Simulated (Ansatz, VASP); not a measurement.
## TaSi5B2: VASP beside Ansatz

```
Ta Si B
1.0
     5.66890    0.00000    0.00000
     0.00000    5.66890    0.00000
     0.00000    0.00000    4.61144
Ta Si B
1 5 2
Direct
  0.00000 0.00000 0.00000
  0.29359 0.29359 0.50000
  0.70641 0.70641 0.50000
  0.70641 0.29359 0.50000
  0.29359 0.70641 0.50000
  0.00000 0.00000 0.50000
  0.50000 0.50000 0.18549
  0.50000 0.50000 0.81451
```

Alike in both runs: functional PBE; k mesh 4 × 4 × 3; occupations gaussian, width 0.2 eV; no spin polarisation.

Ansatz relaxed the structure, and its values are those at the end. VASP's run is a single point on that final structure, the one shown.

|  | VASP | Ansatz |
| --- | --- | --- |
| version | VASP 6.6.1 | Ansatz 0.2.0 |
| potentials or method | VASP PAW PBE potentials, release 64 (Ta_pv, Si, B), cutoff 500 eV | scalar-relativistic, plane waves, PAW |
| valence electrons in the cell | 37 | 39 |

|  | VASP | Ansatz | Ansatz less VASP |
| --- | --- | --- | --- |
| gap on the k mesh at the Fermi level (eV) | none | none | - |
| pressure (GPa) | 0.2 | 0.3 | +0.06 |
| rms of the force components (eV/Å) | 0.005 | 0.006 | +0.0014 |

A gap of «none» marks a metal or a gap that the smearing closes. VASP's potentials hold 37 valence electrons a cell and Ansatz's 39, so a difference there can come from the potentials and not from the codes.

The k mesh is coarse, so the values compare programs but aren't converged. Neither program's run includes spin-orbit coupling.
